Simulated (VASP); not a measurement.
# Zr (Fm-3m) in VASP: relaxation of cell and atoms with r2SCAN

Aim: the relaxation of cell and atoms of Zr with r2SCAN.

Everything below comes from runs of VASP 6.6.1. Logs are shortened: lines on timing, memory, paths and dates and some standing lists are left out, and cuts for length are marked.

## (1) The cell of the first run

The structure is cubic, space group Fm-3m (No. 225). Conventional cell: a = 4.534 Å, b = 4.534 Å, c = 4.534 Å, α = 90.00°, β = 90.00°, γ = 90.00°. Within 4.2 Å of Zr (site symmetry m-3m) lie 12 Zr at 3.21 Å.

This isn't the form of Zr at room conditions, which is hcp.

## (2) Relaxation of cell and atoms, r2SCAN

Contents of POSCAR:

```
Zr
1.0
    0.0000000000      2.2667664892      2.2667664892
    2.2667664892      0.0000000000      2.2667664892
    2.2667664892      2.2667664892      0.0000000000
Zr
1
Direct
    0.0000000000      0.0000000000      0.0000000000
```

Contents of INCAR.step1:

```
PREC = Accurate
ENCUT = 600
ISMEAR = 0
SIGMA = 0.1
LREAL = F
LASPH = T
NELM = 60
GGA = PE
ALGO = Normal
EDIFF = 1E-4
LWAVE = T
LCHARG = F
```

Contents of INCAR.step2:

```
PREC = Accurate
ENCUT = 600
EDIFF = 1E-6
ISMEAR = 0
SIGMA = 0.1
LREAL = F
LASPH = T
NELM = 60
ALGO = Normal
ISIF = 3
LWAVE = F
LCHARG = F
METAGGA = R2SCAN
LMIXTAU = T
IBRION = 2
NSW = 100
EDIFFG = -0.01
ISTART = 1
```

Contents of KPOINTS:

```
regular mesh
0
Gamma
  22 22 22
```

Potentials or basis: VASP PAW PBE potentials, release 64 (Zr_sv).

Run with:

```bash
cat potpaw_PBE.64/Zr_sv/POTCAR > POTCAR
cp INCAR.step1 INCAR
mpirun -np 1 vasp_std > vasp.out
cp INCAR.step2 INCAR
mpirun -np 1 vasp_std > vasp.out
```

OUTCAR:

```text
PREC = Accurate
   ENCUT = 600
   EDIFF = 1E-6
   ISMEAR = 0
   LREAL = F
   LASPH = T
   NELM = 60
   ISIF = 3
   METAGGA = R2SCAN
   IBRION = 2
   NSW = 100
   EDIFFG = -0.01
   ISTART = 1

 ion  position               nearest neighbor table
   1  0.000  0.000  0.000-

  LATTYP: Found a face centered cubic cell.
 ALAT       =     4.5335329784

  Lattice vectors:

 A1 = (   0.0000000000,   2.2667664892,   2.2667664892)
 A2 = (   2.2667664892,   0.0000000000,   2.2667664892)
 A3 = (   2.2667664892,   2.2667664892,   0.0000000000)

Analysis of symmetry for initial positions (statically):
=====================================================================
 Subroutine PRICEL returns:
 Original cell was already a primitive cell.

 Routine SETGRP: Setting up the symmetry group for a
 face centered cubic supercell.

 Subroutine GETGRP returns: Found 48 space group operations
 (whereof 48 operations were pure point group operations)
 out of a pool of 48 trial point group operations.

The static configuration has the point symmetry O_h .

Analysis of symmetry for dynamics (positions and initial velocities):
=====================================================================
 Subroutine PRICEL returns:
 Original cell was already a primitive cell.

 Routine SETGRP: Setting up the symmetry group for a
 face centered cubic supercell.

 Subroutine GETGRP returns: Found 48 space group operations
 (whereof 48 operations were pure point group operations)
 out of a pool of 48 trial point group operations.

The dynamic configuration has the point symmetry O_h .

 Subroutine INISYM returns: Found 48 space group operations
 (whereof 48 operations are pure point group operations),
 and found     1 'primitive' translations

----------------------------------------------------------------------------------------

                                     Primitive cell

  volume of cell :      23.2943

  direct lattice vectors                    reciprocal lattice vectors
     0.000000000  2.266766489  2.266766489    -0.220578521  0.220578521  0.220578521
     2.266766489  0.000000000  2.266766489     0.220578521 -0.220578521  0.220578521
     2.266766489  2.266766489  0.000000000     0.220578521  0.220578521 -0.220578521

  length of vectors
     3.205691912  3.205691912  3.205691912     0.382053206  0.382053206  0.382053206

  position of ions in fractional coordinates (direct lattice)
     0.000000000  0.000000000  0.000000000

  ion indices of the primitive-cell ions
   primitive index   ion index
                 1           1

----------------------------------------------------------------------------------------

 KPOINTS: regular mesh

Automatic generation of k-mesh.
 Grid dimensions read from file:
 generate k-points for:   22   22   22

 Generating k-lattice:

  Cartesian coordinates                     Fractional coordinates (reciprocal lattice)
    -0.010026296  0.010026296  0.010026296     0.045454545  0.000000000  0.000000000
     0.010026296 -0.010026296  0.010026296     0.000000000  0.045454545  0.000000000
     0.010026296  0.010026296 -0.010026296     0.000000000  0.000000000  0.045454545

  Length of vectors
     0.017366055  0.017366055  0.017366055

  Shift w.r.t. Gamma in fractional coordinates (k-lattice)
     0.000000000  0.000000000  0.000000000

 Subroutine IBZKPT returns following result:
 ===========================================

 Found    328 irreducible k-points:

 Following reciprocal coordinates:
            Coordinates               Weight
  0.000000  0.000000  0.000000      1.000000
  0.045455  0.000000  0.000000      8.000000
  0.090909  0.000000  0.000000      8.000000
  0.136364  0.000000  0.000000      8.000000
  0.181818  0.000000  0.000000      8.000000
  0.227273  0.000000  0.000000      8.000000
[... 16 lines left out ...]
  0.500000  0.045455  0.000000     24.000000
 -0.454545  0.045455  0.000000     24.000000
 [... further k-points ...]
   k-points           NKPTS =    328   k-points in BZ     NKDIM =    328   number of bands    NBANDS=     10
   number of dos      NEDOS =    301   number of ions     NIONS =      1
   total plane-waves  NPLWV =  21952
   dimension x,y,z NGX =    28 NGY =   28 NGZ =   28
   dimension x,y,z NGXF=    56 NGYF=   56 NGZF=   56
   ions per type =               1
   NGX,Y,Z   is equivalent  to a cutoff of  14.52, 14.52, 14.52 a.u.
   NGXF,Y,Z  is equivalent  to a cutoff of  29.04, 29.04, 29.04 a.u.
 SYSTEM =  unknown system
   PREC   = accura    normal or accurate (medium, high low for compatibility)
   ISTART =      1    job   : 0-new  1-cont  2-samecut
   ICHARG =      0    charge: 1-file 2-atom 10-const
   ISPIN  =      1    spin polarized calculation?
   LNONCOLLINEAR =      F non collinear calculations
   LSORBIT =      F    spin-orbit coupling
   LASPH  =      T    aspherical Exc in radial PAW
   ENCUT  =  600.0 eV  44.10 Ry    6.64 a.u.   6.40  6.40  6.40*2*pi/ulx,y,z
   NELM   =     60;   NELMIN=  2; NELMDL=  0     # of ELM steps
   EDIFF  = 0.1E-05   stopping-criterion for ELM
   LREAL  =      F    real-space projection
   EDIFFG = -.1E-01   stopping-criterion for IOM
   NSW    =    100    number of steps for IOM
   IBRION =      2    ionic relax: 0-MD 1-quasi-New 2-CG
   NFREE  =      1    steps in history (QN), initial steepest desc. (CG)
   ISIF   =      3    stress and relaxation
   ISYM   =      2    0-nonsym 1-usesym 2-fastsym
   POTIM  = 0.5000    time-step for ionic-motion
   TEBEG  =    0.0;   TEEND  =   0.0 temperature during run
   PSTRESS=    0.0 pullay stress
   NELECT =      12.0000    total number of electrons
   NUPDOWN=      -1.0000    fix difference up-down
   EMIN   =  10.00;   EMAX   =-10.00  energy-range for DOS
   EFERMI =   0.00;   METHOD = LEGACY
   ISMEAR =     0;   SIGMA  =   0.10  broadening in eV -4-tet -1-fermi 0-gaus
   EFERMI_NEDOS =   21; number of points for ismear=-14 and -15
   IALGO  =     38    algorithm
   IMIX   =      4    mixing-type and parameters
     AMIX     =   0.40;   BMIX     =  1.00
     AMIX_MAG =   1.60;   BMIX_MAG =  1.00
  volume/ion in A,a.u.               =      23.29       157.20
  Fermi-wavevector in a.u.,A,eV,Ry     =   1.312356  2.479994 23.433033  1.722279
  Thomas-Fermi vector in A             =   2.442754
   LORBIT       =      0    0 simple, 1 ext, 2 COOP (PROOUT), +10 PAW based schemes
   METAGGA = R2SCAN    functional components
   LHFCALC =     F    Hartree Fock is set to
   AEXX    =    0.0000 exact exchange contribution
   IVDW    =     0    specifies the selected vdW correction
   LEPSILON=     F    determine dielectric tensor
   LRPA    =     F    only Hartree local field effects (RPA)
 conjugate gradient relaxation of ions
 non-spin polarized calculation
 Gauss-broadening in eV      SIGMA  =   0.10
  energy-cutoff  :      600.00
  volume of cell :       23.29
 maximum number of plane-waves:       791
 NGX is ok and might be reduce to    28
   NGX = 13   NGY = 13   NGZ = 13

--------------------------------------- Ionic step        1  -------------------------------------------

 number of electron      12.0000000 magnetization

 Free energy of the ion-electron system (eV)
  ---------------------------------------------------
  ext. energy  EPLUGINS =         0.00000000
  ---------------------------------------------------
  free energy    TOTEN  =       -22.69580557 eV

  energy without entropy =      -22.68814274  energy(sigma->0) =      -22.69197415

------------------------ aborting loop because EDIFF is reached ----------------------------------------

  FORCE on cell =-STRESS in cart. coord.  units (eV):
  Direction    XX          YY          ZZ          XY          YZ          ZX
  --------------------------------------------------------------------------------------
  -------------------------------------------------------------------------------------
  Total        0.0193587      0.0193587      0.0193587     -0.0000000     -0.0000000      0.0000000
  in kB        1.3314830      1.3314830      1.3314830     -0.0000000     -0.0000000      0.0000000
  external PRESSURE =       1.3314830 kB  Pullay stress =       0.0000000 kB

 VOLUME and BASIS-vectors are now :
 -----------------------------------------------------------------------------
  energy-cutoff  :      600.00
  volume of cell :       23.29
      direct lattice vectors                 reciprocal lattice vectors
     0.000000000  2.266766489  2.266766489    -0.220578521  0.220578521  0.220578521
     2.266766489  0.000000000  2.266766489     0.220578521 -0.220578521  0.220578521
     2.266766489  2.266766489  0.000000000     0.220578521  0.220578521 -0.220578521
[... 36 lines left out ...]
 POSITION                                       TOTAL-FORCE (eV/Angst)
 -----------------------------------------------------------------------------------
      2.26888      4.53777      2.26888         0.000000      0.000000      0.000000
 -----------------------------------------------------------------------------------
    total drift:                                0.000000      0.000000      0.000000

  FREE ENERGIE OF THE ION-ELECTRON SYSTEM (eV)
  ---------------------------------------------------
  free  energy   TOTEN  =       -22.6958021954 eV

  energy  without entropy=      -22.6881099027  energy(sigma->0) =      -22.69195605

--------------------------------------- Ionic step        3  -------------------------------------------

 number of electron      12.0000000 magnetization

 Free energy of the ion-electron system (eV)
  ---------------------------------------------------
  ext. energy  EPLUGINS =         0.00000000
  ---------------------------------------------------
  free energy    TOTEN  =       -22.69581597 eV

  energy without entropy =      -22.68813862  energy(sigma->0) =      -22.69197729

 E-fermi :   8.8790     XC(G=0): -11.9562

 val. band max:        8.8750194901   @ k =  -0.2727   0.2273   0.0455
 cond. band min:       8.8794022476   @ k =  -0.2273   0.0455   0.0000
 fundamental gap:      0.0043827575
 Fermi energy:         8.8789931908

 k-point     1 :       0.0000    0.0000    0.0000
  band No.  band energies     occupation
      1     -41.5150      2.00000
      2     -18.3161      2.00000
      3     -18.3161      2.00000
      4     -18.3161      2.00000
      5       2.9937      2.00000
      6      10.0113      0.00000
      7      10.0113      0.00000
      8      10.0113      0.00000
      9      12.6109      0.00000
     10      12.6109      0.00000

 k-point     2 :       0.0455    0.0000    0.0000
  band No.  band energies     occupation
      1     -41.5120      2.00000
      2     -18.3380      2.00000
      3     -18.3188      2.00000
      4     -18.3188      2.00000
      5       3.0638      2.00000
      6       9.9407      0.00000
      7      10.0444      0.00000
      8      10.0444      0.00000
      9      12.5758      0.00000
     10      12.5758      0.00000
[... 274 lines left out ...]
 k-point    24 :      -0.4545    0.0455    0.0000
  band No.  band energies     occupation
      1     -41.3637      2.00000
      2     -19.3095      2.00000
      3     -18.4606      2.00000
      4     -18.4446      2.00000
      5       5.8709      2.00000
      6       9.5666      0.00000
      7       9.9134      0.00000
      8       9.9480      0.00000
      9      14.2260      0.00000
     10      14.4908      0.00000

 [... further k-points ...]
[... 5 lines left out ...]
  --------------------------------------------------------------------------------------
  -------------------------------------------------------------------------------------
  Total       -0.0007791     -0.0007791     -0.0007791     -0.0000000     -0.0000000      0.0000000
  in kB       -0.0535083     -0.0535083     -0.0535083     -0.0000000     -0.0000000      0.0000000
  external PRESSURE =      -0.0535083 kB  Pullay stress =       0.0000000 kB

 VOLUME and BASIS-vectors are now :
 -----------------------------------------------------------------------------
  energy-cutoff  :      600.00
  volume of cell :       23.33
      direct lattice vectors                 reciprocal lattice vectors
    -0.000000000  2.267825658  2.267825658    -0.220475502  0.220475502  0.220475502
     2.267825658 -0.000000000  2.267825658     0.220475502 -0.220475502  0.220475502
     2.267825658  2.267825658  0.000000000     0.220475502  0.220475502 -0.220475502

 POSITION                                       TOTAL-FORCE (eV/Angst)
 -----------------------------------------------------------------------------------
      0.00000     -0.00000      0.00000         0.000000     -0.000000      0.000000
 -----------------------------------------------------------------------------------
    total drift:                                0.000000      0.000000     -0.000000

  FREE ENERGIE OF THE ION-ELECTRON SYSTEM (eV)
  ---------------------------------------------------
  free  energy   TOTEN  =       -22.6958159652 eV

  energy  without entropy=      -22.6881386184  energy(sigma->0) =      -22.69197729

 reached required accuracy - stopping structural energy minimisation
```

It took 8.7 min on 1 thread of AMD EPYC 9R45 (Zen 5), shared host; peak memory 0.22 GiB.

What came out:

```
Free energy                           : -22.6958 eV
Relaxed volume                        : 23.33 Å³/atom
Relaxed cell                          : a = 3.207 Å, b = 3.207 Å, c = 3.207 Å, α = 60.00°, β = 60.00°, γ = 60.00°
Space group after relaxing (to 0.1 Å) : Fm-3m (No. 225)
Energy gained by relaxing             : 0.0 meV/atom
Ionic steps                           : 3
Pressure after relaxing               : 0.0 GPa
Band gap on the k mesh                : zero (bands 6 and 7 overlap by 1.74 eV)
```

Final structure:
```
CELL_PARAMETERS angstrom
0.00000 2.26783 2.26783
2.26783 0.00000 2.26783
2.26783 2.26783 0.00000
ATOMIC_POSITIONS crystal
Zr 0.00000 0.00000 0.00000
```

Caveat: the PAW data sets were made with another functional, which shifts forces and pressure a little.
